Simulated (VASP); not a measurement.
A run of VASP 6.6.1:

File INCAR:

```
  PREC = Accurate
  ENCUT = 500
  EDIFF = 1E-8
  ISMEAR = 0
  SIGMA = 0.01
  LREAL = False
  LASPH = True
  NELM = 120
  ALGO = Normal
  ISIF = 2
  LWAVE = False
  LCHARG = False
  GGA = CA
  IBRION = 8
  NSW = 1
  GGA_COMPAT = False
```

Contents of KPOINTS:

```
regular mesh
0
Gamma
  2 2 2
```

The input POSCAR:

```
KCl
1.0
    3.8391960000      0.0000000000      0.0000000000
    0.0000000000      3.8391960000      0.0000000000
    0.0000000000      0.0000000000      3.8391960000
K Cl
1 1
Direct
    0.0000000000      0.0000000000      0.0000000000
    0.5000000000      0.5000000000      0.5000000000
```

Potentials or basis: VASP PAW LDA potentials, release 64 (K_sv, Cl).

Launch:

```bash
$ cat potpaw_LDA.64/K_sv/POTCAR potpaw_LDA.64/Cl/POTCAR > POTCAR
$ mpirun -np 1 vasp_std > vasp.out
```

Hardware: 1 thread of Intel(R) Xeon(R) Platinum 8488C (Sapphire Rapids), on a shared host.

**Question.** How long does it take, and how much memory?

**Answer.** Run time: 14 s on 1 thread of Intel(R) Xeon(R) Platinum 8488C (Sapphire Rapids) (shared host), peak memory 0.15 GiB. Counts: scf iterations 44, k points 4.
